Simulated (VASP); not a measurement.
# ZnO (P6_3mc) in VASP: a series of runs

Runs on ZnO. Level: PBE. Tasks: single point.

All numbers are computed with VASP 6.6.1; they aren't measurements. Logs are shortened: lines on timing, memory, paths and dates and some standing lists are left out, and cuts for length are marked.

**The experiment to reproduce.**

“Electronic structure of alkaline earth and post-transition metal oxides”, 2009, arxiv:0908.1581 quotes, for a bulk crystal of ZnO: band gap 3.37 eV.

How close the calculation comes is told below.

### Step 1. The cell of the first run

Symmetry: P6_3mc, No. 186, hexagonal system. Conventional cell: a = 3.280 Å, b = 3.280 Å, c = 5.293 Å, α = 90.00°, β = 90.00°, γ = 120.00°. Zn (site symmetry 3m) has 4 O at 2.00 to 2.01 Å within 2.6 Å. Within 2.6 Å of O (site symmetry 3m) lie 4 Zn at 2.00 to 2.01 Å.

### Step 2. Single point, PBE

INCAR reads:

```
PREC = Accurate
ENCUT = 520
EDIFF = 1E-6
ISMEAR = 0
SIGMA = 0.02
LREAL = False
LASPH = True
NELM = 100
ALGO = Normal
ISIF = 2
LWAVE = False
LCHARG = False
GGA = PE
NBANDS = 26
```

KPOINTS reads:

```
Automatic mesh
0
Gamma
  12 12 6
```

POSCAR reads:

```
ZnO
1.0
    3.2795288439      0.0000000000      0.0000000000
   -1.6397644219      2.8401552913      0.0000000000
    0.0000000000      0.0000000000      5.2929052876
Zn O
2 2
Direct
    0.3333333333      0.6666666667      0.0014933900
    0.6666666667      0.3333333333      0.5014933900
    0.3333333333      0.6666666667      0.3806066000
    0.6666666667      0.3333333333      0.8806066000
```

Potentials or basis: VASP PAW PBE potentials, release 64 (Zn, O).

Launch:

```
$ cat potpaw_PBE.64/Zn/POTCAR potpaw_PBE.64/O/POTCAR > POTCAR
$ mpirun -np 1 vasp_std > vasp.out
```

OUTCAR:

```text
PREC = Accurate
   ENCUT = 520
   EDIFF = 1E-6
   ISMEAR = 0
   LREAL = False
   LASPH = True
   NELM = 100
   ISIF = 2
   GGA = PE

 ion  position               nearest neighbor table
   1  0.333  0.667  0.001-   4 2.00   4 2.00   4 2.00   3 2.01
   2  0.667  0.333  0.501-   3 2.00   3 2.00   3 2.00   4 2.01
   3  0.333  0.667  0.381-   2 2.00   2 2.00   2 2.00   1 2.01
   4  0.667  0.333  0.881-   1 2.00   1 2.00   1 2.00   2 2.01

  LATTYP: Found a hexagonal cell.
 ALAT       =     3.2795288439
 C/A-ratio  =     1.6139224686

  Lattice vectors:

 A1 = (   3.2795288439,   0.0000000000,   0.0000000000)
 A2 = (  -1.6397644219,   2.8401552913,   0.0000000000)
 A3 = (   0.0000000000,   0.0000000000,   5.2929052876)

Analysis of symmetry for initial positions (statically):
=====================================================================
 Subroutine PRICEL returns:
 Original cell was already a primitive cell.

 Routine SETGRP: Setting up the symmetry group for a
 hexagonal supercell.

 Subroutine GETGRP returns: Found 12 space group operations
 (whereof  6 operations were pure point group operations)
 out of a pool of 24 trial point group operations.

The static configuration has the point symmetry C_3v.
 The point group associated with its full space group is C_6v.

Analysis of symmetry for dynamics (positions and initial velocities):
=====================================================================
 Subroutine PRICEL returns:
 Original cell was already a primitive cell.

 Routine SETGRP: Setting up the symmetry group for a
 hexagonal supercell.

 Subroutine GETGRP returns: Found 12 space group operations
 (whereof  6 operations were pure point group operations)
 out of a pool of 24 trial point group operations.

The dynamic configuration has the point symmetry C_3v.
 The point group associated with its full space group is C_6v.

 Subroutine INISYM returns: Found 12 space group operations
 (whereof  6 operations are pure point group operations),
 and found     1 'primitive' translations

----------------------------------------------------------------------------------------

                                     Primitive cell

  volume of cell :      49.3001

  direct lattice vectors                    reciprocal lattice vectors
     3.279528844  0.000000000  0.000000000     0.304921849  0.176046712  0.000000000
    -1.639764422  2.840155291  0.000000000     0.000000000  0.352093424  0.000000000
     0.000000000  0.000000000  5.292905288     0.000000000  0.000000000  0.188932155

  length of vectors
     3.279528844  3.279528844  5.292905288     0.352093424  0.352093424  0.188932155

  position of ions in fractional coordinates (direct lattice)
     0.333333333  0.666666667  0.001493390
     0.666666667  0.333333333  0.501493390
     0.333333333  0.666666667  0.380606600
     0.666666667  0.333333333  0.880606600

  ion indices of the primitive-cell ions
   primitive index   ion index
                 1           1
                 2           2
                 3           3
                 4           4

----------------------------------------------------------------------------------------

 KPOINTS: Automatic mesh

Automatic generation of k-mesh.
 Grid dimensions read from file:
 generate k-points for:   12   12    6

 Generating k-lattice:

  Cartesian coordinates                     Fractional coordinates (reciprocal lattice)
     0.025410154  0.014670559  0.000000000     0.083333333  0.000000000  0.000000000
     0.000000000  0.029341119  0.000000000     0.000000000  0.083333333  0.000000000
     0.000000000  0.000000000  0.031488692     0.000000000  0.000000000  0.166666667

  Length of vectors
     0.029341119  0.029341119  0.031488692

  Shift w.r.t. Gamma in fractional coordinates (k-lattice)
     0.000000000  0.000000000  0.000000000

 Subroutine IBZKPT returns following result:
 ===========================================

 Found     76 irreducible k-points:

 Following reciprocal coordinates:
            Coordinates               Weight
  0.000000  0.000000  0.000000      1.000000
  0.083333  0.000000  0.000000      6.000000
  0.166667  0.000000  0.000000      6.000000
  0.250000 -0.000000  0.000000      6.000000
  0.333333 -0.000000  0.000000      6.000000
  0.416667  0.000000  0.000000      6.000000
[... 16 lines left out ...]
  0.250000 -0.000000  0.166667     12.000000
  0.333333 -0.000000  0.166667     12.000000
 [... further k-points ...]
   k-points           NKPTS =     76   k-points in BZ     NKDIM =     76   number of bands    NBANDS=     26
   number of dos      NEDOS =    301   number of ions     NIONS =      4
   total plane-waves  NPLWV =  23040
   dimension x,y,z NGX =    24 NGY =   24 NGZ =   40
   dimension x,y,z NGXF=    48 NGYF=   48 NGZF=   80
   ions per type =               2   2
   NGX,Y,Z   is equivalent  to a cutoff of  12.17, 12.17, 12.56 a.u.
   NGXF,Y,Z  is equivalent  to a cutoff of  24.33, 24.33, 25.13 a.u.
 SYSTEM =  unknown system
   PREC   = accura    normal or accurate (medium, high low for compatibility)
   ISTART =      0    job   : 0-new  1-cont  2-samecut
   ICHARG =      2    charge: 1-file 2-atom 10-const
   ISPIN  =      1    spin polarized calculation?
   LNONCOLLINEAR =      F non collinear calculations
   LSORBIT =      F    spin-orbit coupling
   LASPH  =      T    aspherical Exc in radial PAW
   ENCUT  =  520.0 eV  38.22 Ry    6.18 a.u.   6.10  6.10  9.84*2*pi/ulx,y,z
   NELM   =    100;   NELMIN=  2; NELMDL= -5     # of ELM steps
   EDIFF  = 0.1E-05   stopping-criterion for ELM
   LREAL  =      F    real-space projection
   EDIFFG = 0.1E-04   stopping-criterion for IOM
   NSW    =      0    number of steps for IOM
   IBRION =     -1    ionic relax: 0-MD 1-quasi-New 2-CG
   NFREE  =      0    steps in history (QN), initial steepest desc. (CG)
   ISIF   =      2    stress and relaxation
   ISYM   =      2    0-nonsym 1-usesym 2-fastsym
   POTIM  = 0.5000    time-step for ionic-motion
   TEBEG  =    0.0;   TEEND  =   0.0 temperature during run
   PSTRESS=    0.0 pullay stress
   NELECT =      36.0000    total number of electrons
   NUPDOWN=      -1.0000    fix difference up-down
   EMIN   =  10.00;   EMAX   =-10.00  energy-range for DOS
   EFERMI =   0.00;   METHOD = LEGACY
   ISMEAR =     0;   SIGMA  =   0.02  broadening in eV -4-tet -1-fermi 0-gaus
   EFERMI_NEDOS =   21; number of points for ismear=-14 and -15
   IALGO  =     38    algorithm
   IMIX   =      4    mixing-type and parameters
     AMIX     =   0.40;   BMIX     =  1.00
     AMIX_MAG =   1.60;   BMIX_MAG =  1.00
  volume/ion in A,a.u.               =      12.33        83.17
  Fermi-wavevector in a.u.,A,eV,Ry     =   1.474211  2.785856 29.569533  2.173299
  Thomas-Fermi vector in A             =   2.589010
   LORBIT       =      0    0 simple, 1 ext, 2 COOP (PROOUT), +10 PAW based schemes
   GGA     = PE    functional components
   LHFCALC =     F    Hartree Fock is set to
   AEXX    =    0.0000 exact exchange contribution
   IVDW    =     0    specifies the selected vdW correction
   LEPSILON=     F    determine dielectric tensor
   LRPA    =     F    only Hartree local field effects (RPA)
 non-spin polarized calculation
 Gauss-broadening in eV      SIGMA  =   0.02
  energy-cutoff  :      520.00
  volume of cell :       49.30
 maximum number of plane-waves:      1350
   NGX = 13   NGY = 13   NGZ = 19

 number of electron      36.0000037 magnetization

 Free energy of the ion-electron system (eV)
  ---------------------------------------------------
  ext. energy  EPLUGINS =         0.00000000
  ---------------------------------------------------
  free energy    TOTEN  =       -17.86095629 eV

  energy without entropy =      -17.86095629  energy(sigma->0) =      -17.86095629

 E-fermi :   1.0063     XC(G=0): -10.7258

 val. band max:        0.8954799328   @ k =   0.0000   0.0000   0.0000
 cond. band min:       1.6235220021   @ k =   0.0000   0.0000   0.0000
 fundamental gap:      0.7280420693
 Fermi energy:         1.0063110819

 k-point     1 :       0.0000    0.0000    0.0000
  band No.  band energies     occupation
      1     -16.9231      2.00000
      2     -16.2555      2.00000
      3      -4.6418      2.00000
      4      -4.6418      2.00000
      5      -4.6019      2.00000
      6      -4.4872      2.00000
[... 18 lines left out ...]
     25      14.8268      0.00000
     26      14.8268      0.00000

 k-point     2 :       0.0833    0.0000    0.0000
  band No.  band energies     occupation
      1     -16.8873      2.00000
      2     -16.2395      2.00000
      3      -4.6820      2.00000
      4      -4.6206      2.00000
      5      -4.5775      2.00000
      6      -4.4696      2.00000
[... 18 lines left out ...]
     25      14.7580      0.00000
     26      14.9117      0.00000

 k-point     3 :       0.1667    0.0000    0.0000
  band No.  band energies     occupation
      1     -16.7864      2.00000
      2     -16.1968      2.00000
      3      -4.7734      2.00000
      4      -4.5648      2.00000
      5      -4.5410      2.00000
      6      -4.4588      2.00000
[... 18 lines left out ...]
     25      14.7269      0.00000
     26      14.9960      0.00000

 k-point     4 :       0.2500   -0.0000    0.0000
  band No.  band energies     occupation
      1     -16.6403      2.00000
      2     -16.1429      2.00000
      3      -4.8646      2.00000
      4      -4.5496      2.00000
      5      -4.4967      2.00000
      6      -4.3728      2.00000
[... 18 lines left out ...]
     25      14.0576      0.00000
     26      14.8608      0.00000
[... 496 lines left out ...]
      1     -16.7481      2.00000
      2     -16.2375      2.00000
      3      -4.8014      2.00000
      4      -4.6121      2.00000
      5      -4.5554      2.00000
      6      -4.5017      2.00000
[... 18 lines left out ...]
     25      13.9291      0.00000
     26      14.8009      0.00000

 k-point    23 :       0.2500   -0.0000    0.1667
  band No.  band energies     occupation
      1     -16.6073      2.00000
      2     -16.1761      2.00000
      3      -4.8920      2.00000
      4      -4.6329      2.00000
      5      -4.4830      2.00000
      6      -4.3963      2.00000
[... 18 lines left out ...]
     25      14.0603      0.00000
     26      14.7378      0.00000

 k-point    24 :       0.3333   -0.0000    0.1667
  band No.  band energies     occupation
      1     -16.4536      2.00000
      2     -16.1229      2.00000
      3      -4.9325      2.00000
      4      -4.6601      2.00000
      5      -4.4219      2.00000
      6      -4.2645      2.00000
[... 18 lines left out ...]
     25      14.1269      0.00000
     26      14.6826      0.00000

 [... further k-points ...]

------------------------ aborting loop because EDIFF is reached ----------------------------------------

  FORCE on cell =-STRESS in cart. coord.  units (eV):
  Direction    XX          YY          ZZ          XY          YZ          ZX
  --------------------------------------------------------------------------------------
  -------------------------------------------------------------------------------------
  Total        0.2772825      0.2772825      0.2814035      0.0000000      0.0000000      0.0000000
  in kB        9.0112576      9.0112576      9.1451840      0.0000000      0.0000000      0.0000000
  external PRESSURE =       9.0558997 kB  Pullay stress =       0.0000000 kB

 VOLUME and BASIS-vectors are now :
 -----------------------------------------------------------------------------
  energy-cutoff  :      520.00
  volume of cell :       49.30
      direct lattice vectors                 reciprocal lattice vectors
     3.279528844  0.000000000  0.000000000     0.304921849  0.176046712  0.000000000
    -1.639764422  2.840155291  0.000000000     0.000000000  0.352093424  0.000000000
     0.000000000  0.000000000  5.292905288     0.000000000  0.000000000  0.188932155

 POSITION                                       TOTAL-FORCE (eV/Angst)
 -----------------------------------------------------------------------------------
     -0.00000      1.89344      0.00790        -0.000000      0.000000      0.000838
      1.63976      0.94672      2.65436         0.000000      0.000000      0.000838
     -0.00000      1.89344      2.01451         0.000000      0.000000     -0.000838
      1.63976      0.94672      4.66097        -0.000000      0.000000     -0.000838
 -----------------------------------------------------------------------------------
    total drift:                               -0.000001     -0.000001     -0.001465

  FREE ENERGIE OF THE ION-ELECTRON SYSTEM (eV)
  ---------------------------------------------------
  free  energy   TOTEN  =       -17.8609562915 eV

  energy  without entropy=      -17.8609562915  energy(sigma->0) =      -17.86095629
```

Wall time 28 s (1 thread of Intel Xeon 6975P-C (Granite Rapids), shared host); peak memory 0.21 GiB.

Results:

- Free energy: -17.8610 eV
- Pressure: 0.9 GPa
- Band gap on the k mesh: 0.73 eV, direct

Levels at points of the mesh, in eV from the valence-band top:
| k point | band 15 | band 16 | band 17 | band 18 | band 19 | band 20 | band 21 | band 22 |
| --- | --- | --- | --- | --- | --- | --- | --- | --- |
| (0.00, 0.00, 0.00) | -0.75 | -0.08 | 0.00 | 0.00 | 0.73 | 5.09 | 8.07 | 12.73 |
| (0.50, 0.00, 0.00) | -2.72 | -2.15 | -1.23 | -0.79 | 5.62 | 6.82 | 7.53 | 8.27 |
| (0.00, 0.00, 0.50) | -0.37 | -0.37 | -0.37 | -0.37 | 3.36 | 3.36 | 9.91 | 9.91 |
| (0.50, 0.00, 0.50) | -1.43 | -1.43 | -1.32 | -1.32 | 5.64 | 5.64 | 8.23 | 8.23 |

### Step 3. Single point, PBE

INCAR reads:

```
SYSTEM = ZnO
  ALGO = Normal
  EDIFF = 1E-6
  ENCUT = 520
  GGA = PE
  ISIF = 2
  ISMEAR = 0
  LASPH = .TRUE.
  LCHARG = .TRUE.
  LELF = .TRUE.
  LREAL = .FALSE.
  LVHAR = .TRUE.
  LWAVE = .FALSE.
  NBANDS = 26
  NELM = 80
  PREC = Accurate
  SIGMA = 0.01
```

KPOINTS reads:

```
k-points
0
G
  12 12 6
  0 0 0
```

POSCAR reads:

```
ZnO
1.0
    3.2794724482      0.0000000000      0.0000000000
   -1.6397362241      2.8401064512      0.0000000000
    0.0000000000      0.0000000000      5.2937055678
Zn O
2 2
Direct
    0.3333333333      0.6666666667      0.0015102279
    0.6666666667      0.3333333333      0.5015102279
    0.3333333333      0.6666666667      0.3805897621
    0.6666666667      0.3333333333      0.8805897621
```

Potentials or basis: VASP PAW PBE potentials, release 64 (Zn, O).

Launch:

```
$ cat potpaw_PBE.64/Zn/POTCAR potpaw_PBE.64/O/POTCAR > POTCAR
$ mpirun -np 1 vasp_std > vasp.out
```

Wall time 32 s (1 thread of Intel Xeon 6975P-C (Granite Rapids), shared host); peak memory 0.21 GiB.

The run converged. Its results:

```yaml
Free_energy: -17.8610 eV
Pressure: 0.9 GPa
Band_gap_on_the_k_mesh: 0.73 eV, direct
```

Levels at points of the mesh, in eV from the valence-band top:
```
           k point  band 14  band 15  band 16  band 17  band 18  band 19  band 20  band 21  band 22  band 23
(0.00, 0.00, 0.00)    -0.75    -0.75    -0.08     0.00     0.00     0.73     5.09     8.07    12.73    12.73
(0.50, 0.00, 0.00)    -3.44    -2.72    -2.14    -1.23    -0.79     5.62     6.82     7.52     8.27    10.40
(0.00, 0.00, 0.50)    -2.23    -0.37    -0.37    -0.37    -0.37     3.36     3.36     9.91     9.91    13.01
(0.50, 0.00, 0.50)    -3.69    -1.43    -1.43    -1.32    -1.32     5.64     5.64     8.23     8.23    11.15
```

Expect the measured gap to be larger: semilocal functionals such as PBE lack the derivative discontinuity.

(Part 1 of 2 ends here.)
